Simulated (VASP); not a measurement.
Wanted: the native input for a VASP 6.6.1 run.

| Property | Result |
| --- | --- |
| Task | single point |
| Functional | PBE |
| Potentials or basis | VASP PAW PBE potentials, release 64 (Hf_pv) |
| Cutoff | 500 eV |
| k mesh | 11 × 11 × 11 |
| Occupations | methfessel-paxton, width 0.1 eV |
| Spin | no spin polarisation |
| Dipole correction | no |
| Further INCAR settings | ALGO = Normal; EDIFF = 1e-06; NBANDS = 11 |

The structure of Hf lies in POSCAR:

```
Hf
1.0
   -1.8169539908      1.8169539908      1.8169539908
    1.8169539908     -1.8169539908      1.8169539908
    1.8169539908      1.8169539908     -1.8169539908
Hf
1
Direct
    0.0000000000      0.0000000000      0.0000000000
```

These files were run (other wordings do the same):

INCAR

```
SYSTEM = Hf
ALGO     = Normal         ! electronic algorithm
EDIFF    = 1E-6           ! SCF threshold, eV
ENCUT    = 500            ! plane-wave cutoff, eV
GGA      = PE             ! functional
GGA_COMPAT= .False.      
ISIF     = 2              ! what is computed and relaxed
ISMEAR   = 1              ! smearing method
LASPH    = .True.         ! aspherical terms in the spheres
LCHARG   = .False.        ! write CHGCAR
LREAL    = .False.        ! projectors in reciprocal space
LWAVE    = .False.        ! write WAVECAR
NBANDS   = 11             ! bands
NELM     = 120            ! most SCF steps
PREC     = Accurate       ! precision mode
SIGMA    = 0.1            ! smearing width, eV
```

KPOINTS

```
k-points
0
Gamma
  11 11 11
  0 0 0
```

Potentials or basis: VASP PAW PBE potentials, release 64 (Hf_pv).

Command:

```bash
$ cat potpaw_PBE.64/Hf_pv/POTCAR > POTCAR
$ mpirun -np 1 vasp_std > vasp.out
```

It gave:

| Property | Result |
| --- | --- |
| Pressure | -7.1 GPa |
| Band gap on the k mesh | zero (band 5 reaches 5.59 eV, above the bottom of band 6 at 3.33 eV) |

Caveat: spin-orbit coupling is left out, which moves the levels of the heavy elements.

It took 19 s on 1 thread of Intel Xeon 8259CL (shared host), peak memory 0.14 GiB.
